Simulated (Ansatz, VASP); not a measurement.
**TiSi5O12 in VASP and in Ansatz**

File INCAR:

```
SYSTEM = TiSi5O12
PREC = Accurate ; ENCUT = 520
EDIFF = 1E-7 ; ISMEAR = 0
SIGMA = 0.02 ; LREAL = Auto
LASPH = .True. ; NELM = 100
ALGO = Normal ; ISIF = 2
LWAVE = .False. ; LCHARG = .False.
GGA = PE ; NBANDS = 67
```

Contents of KPOINTS:

```
Automatic mesh
0
Gamma
  5 5 4
  0 0 0
```

Contents of POSCAR:

```
TiSi5O12
1.0
    0.0284160000     -4.3090380000      2.7441870000
   -4.3091260000      0.0283140000      2.7440300000
   -4.2796360000     -4.2793430000     -2.7422200000
O Si Ti
12 5 1
Direct
    0.2180405561      0.2164371558      0.4825018164
    0.5817598015      0.5802162858      0.1188961384
    0.8994394352      0.8978749369      0.7932413045
    0.0866653348      0.0849711930      0.2148486587
    0.4503472418      0.4487247832      0.8512750481
    0.7689533070      0.7672947620      0.5405116935
    0.6495085232      0.0173469702      0.1668746021
    0.9793673883      0.3587475190      0.8391118843
    0.3080830425      0.6874004292      0.4946567234
    0.0189128395      0.6478134655      0.1668927461
    0.3603013092      0.9777926703      0.8390994912
    0.6890083951      0.3064207317      0.4946492715
    0.3342286559      0.3325677289      0.6669053837
    0.6678210402      0.6662571993      0.3333518484
    0.0005962776      0.9989081770      0.0004159779
    0.6717740966      0.6699648318      0.8311052272
    0.9966973092      0.9951223889      0.5026468712
    0.3342139608      0.3325960088      0.1669230213
```

Input for Ansatz:

```yaml
crystal:
  lattice:
    - [0.028416, -4.309038, 2.744187]
    - [-4.309126, 0.028314, 2.74403]
    - [-4.279636, -4.279343, -2.74222]
  atoms:
    - { symbol: O, position: [0.2180405561, 0.2164371558, 0.4825018164] }
    - { symbol: O, position: [0.5817598015, 0.5802162858, 0.1188961384] }
    - { symbol: O, position: [0.8994394352, 0.8978749369, 0.7932413045] }
    - { symbol: O, position: [0.0866653348, 0.084971193, 0.2148486587] }
    - { symbol: O, position: [0.4503472418, 0.4487247832, 0.8512750481] }
    - { symbol: O, position: [0.768953307, 0.767294762, 0.5405116935] }
    - { symbol: O, position: [0.6495085232, 0.0173469702, 0.1668746021] }
    - { symbol: O, position: [0.9793673883, 0.358747519, 0.8391118843] }
    - { symbol: O, position: [0.3080830425, 0.6874004292, 0.4946567234] }
    - { symbol: O, position: [0.0189128395, 0.6478134655, 0.1668927461] }
    - { symbol: O, position: [0.3603013092, 0.9777926703, 0.8390994912] }
    - { symbol: O, position: [0.6890083951, 0.3064207317, 0.4946492715] }
    - { symbol: Si, position: [0.3342286559, 0.3325677289, 0.6669053837] }
    - { symbol: Si, position: [0.6678210402, 0.6662571993, 0.3333518484] }
    - { symbol: Si, position: [0.0005962776, 0.998908177, 0.0004159779] }
    - { symbol: Si, position: [0.6717740966, 0.6699648318, 0.8311052272] }
    - { symbol: Si, position: [0.9966973092, 0.9951223889, 0.5026468712] }
    - { symbol: Ti, position: [0.3342139608, 0.3325960088, 0.1669230213] }
basis:
  ecutwfc: 420
kpoints:
  mp_grid: { grid: [5, 5, 4] }
hamiltonian:
  xc: pbe
scf:
  occupations: { method: gaussian, width: 0.02 }
  n_extra_bands: 9
output:
  forces: true
  stress: true
  eigenvalues: true
  populations: true
  dos:
    method: { smearing: { sigma: 0.1, scheme: gaussian } }
    projected: true
    de: 0.02
```

Alike in both runs: task single point; functional PBE; k mesh 5 × 5 × 4; occupations gaussian, width 0.02 eV; no spin polarisation.

|  | VASP | Ansatz |
| --- | --- | --- |
| version | VASP 6.6.1 | Ansatz 0.2.0 |
| potentials or method | VASP PAW PBE potentials, release 64 (O, Si, Ti_sv), cutoff 520 eV | scalar-relativistic, plane waves, PAW |
| valence electrons in the cell | 104 | 104 |

Ansatz gave:

```
gap on the k mesh at the Fermi level (eV)                     : 1.96
least direct gap on the mesh (eV)                             : 1.96
pressure (GPa)                                                : 0.0
traceless stress, the component that is largest in VASP (GPa) : -0.05
rms of the force components (eV/Å)                            : 0.009
```

Which values does VASP return?

gap on the k mesh at the Fermi level (eV): 1.93; least direct gap on the mesh (eV): 1.93; pressure (GPa): 0.3; traceless stress, the component that is largest in VASP (GPa): 0.33; rms of the force components (eV/Å): 0.018.

Atom by atom the forces differ by 0.013 eV/Å (rms over components). With one functional, cell and mesh, what is left measures potentials, basis and numerics.
